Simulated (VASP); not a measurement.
Runs of VASP 6.6.1 on Si. The structure is that of space group Fd-3m (No. 227), or close to it. The cells are those of the table. 

```tsv
task	cell	k mesh	smearing	gap on the mesh (eV)	pressure (GPa)
relaxation of cell and atoms	relaxed from a = 3.847 Å, angles 60.0°, 2 atoms	10 × 10 × 10	gaussian 0.02 eV	0.62	0.0
single point	a = 3.868 Å, angles 60.0°, 2 atoms	10 × 10 × 10	gaussian 0.02 eV	0.62	0.0
single point	a = 3.868 Å, angles 60.0°, 2 atoms	8 × 8 × 8	gaussian 0.02 eV	0.65	0.0
single point	a = 3.847 Å, angles 60.0°, 2 atoms	6 × 6 × 6	gaussian 0.1 eV	(a)	1.5
```

Alike in all rows: level PBE; potentials or basis VASP PAW PBE potentials, release 64 (Si); no spin polarisation; cutoff (eV) 500.

Task: Fill in the values left out.

Result: (a) 0.72.

A k mesh can miss the band edges.
